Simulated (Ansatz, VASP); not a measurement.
**One calculation of BAs, two programs**

Contents of INCAR:

```
ALGO     = Normal         # electronic algorithm
EDIFF    = 1E-6           # SCF threshold, eV
ENCUT    = 520            # plane-wave cutoff, eV
ISIF     = 2              # what is computed and relaxed
ISMEAR   = 0              # smearing method
LASPH    = T              # aspherical terms in the spheres
LCHARG   = T              # write CHGCAR
LELF     = T              # ELF
LREAL    = F              # projectors in reciprocal space
LVHAR    = T            
LWAVE    = F              # write WAVECAR
NBANDS   = 11             # bands
NELM     = 100            # most SCF steps
PREC     = Accurate       # precision mode
SIGMA    = 0.1            # smearing width, eV
```

File KPOINTS:

```
k-points
0
Gamma
  10 10 10
```

Contents of POSCAR:

```
BAs
1.0
    0.0000000000      2.3885000000      2.3885000000
    2.3885000000      0.0000000000      2.3885000000
    2.3885000000      2.3885000000      0.0000000000
As B
1 1
Direct
    0.2500000000      0.2500000000      0.2500000000
    0.0000000000      0.0000000000      0.0000000000
```

input.yaml

```yaml
crystal:
  lattice:
    - [0.0, 2.3885, 2.3885]
    - [2.3885, 0.0, 2.3885]
    - [2.3885, 2.3885, 0.0]
  atoms:
    - { symbol: As, position: [0.25, 0.25, 0.25] }
    - { symbol: B, position: [0.0, 0.0, 0.0] }
hamiltonian:
  xc: lda
  pseudopotentials: { kind: paw }
kpoints:
  mp_grid: { grid: [10, 10, 10] }
scf:
  occupations: { method: gaussian, width: 0.1 }
output:
  forces: true
  stress: true
  eigenvalues: true
```

Alike in both runs: task single point; functional LDA; k mesh 10 × 10 × 10; occupations gaussian, width 0.1 eV; no spin polarisation.

```csv
,VASP,Ansatz
version,VASP 6.6.1,Ansatz 0.2.0
potentials or method,"VASP PAW LDA potentials, release 64 (As, B)",Ansatz PAW
plane-wave cutoff (eV),520,420
valence electrons in the cell,8,18
```

VASP gave:

* gap on the k mesh at the Fermi level (eV): 1.12
* least direct gap on the mesh (eV): 3.25
* pressure (GPa): -3.1

Problem. Estimate Ansatz's values.

Solution. gap on the k mesh at the Fermi level (eV): 1.13; least direct gap on the mesh (eV): 3.25; pressure (GPa): -3.9.

LDA's correlation is that of Perdew and Zunger in VASP and of Perdew and Wang (1992) in Ansatz. VASP's potentials hold 8 valence electrons a cell and Ansatz's 18, so a difference there can come from the potentials and not from the codes.
